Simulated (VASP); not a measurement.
Wanted: the native input for a VASP 6.6.1 run.

```
Task                   : single point
Functional             : PBEsol
Potentials or basis    : VASP PAW PBE potentials, release 64 (Zr_sv)
Cutoff                 : 520 eV
k mesh                 : 12 × 12 × 12
Occupations            : fermi-dirac, width 0.1 eV
Spin                   : no spin polarisation
Dipole correction      : no
Further INCAR settings : ALGO = Normal; EDIFF = 1e-06; NBANDS = 12
```

The structure of Zr lies in POSCAR:

```
Zr
1.0
    2.9387128029      0.0000000000      0.0000000000
    0.0000000000      2.9387128029      0.0000000000
    0.0000000000      0.0000000000      2.9387128029
Zr
1
Direct
    0.0000000000      0.0000000000      0.0000000000
```

This cell differs from its parent crystal: volume scaled by 1.08.

One way to write it, as run:

INCAR

```
SYSTEM = Zr
PREC = Accurate
ENCUT = 520
EDIFF = 1E-6
ISMEAR = -1
SIGMA = 0.1
LREAL = .False.
LASPH = .True.
NELM = 80
ALGO = Normal
ISIF = 2
LWAVE = .False.
LCHARG = .False.
GGA = PS
NBANDS = 12
```

KPOINTS

```
Automatic mesh
0
Gamma
  12 12 12
  0 0 0
```

Potentials or basis: VASP PAW PBE potentials, release 64 (Zr_sv).

Launch:

```sh
$ cat potpaw_PBE.64/Zr_sv/POTCAR > POTCAR
$ mpirun -np 1 vasp_std > vasp.out
```

Results of the run:

```
Pressure               : -4.5 GPa
Band gap on the k mesh : zero (band 6 reaches 8.55 eV, above the bottom of band 7 at 6.00 eV)
```

Caveat: the PAW data sets were made with another functional, which shifts forces and pressure a little.

Run time: 31 s on 1 thread of AMD EPYC 7R13, on a shared host, peak memory 0.12 GiB.
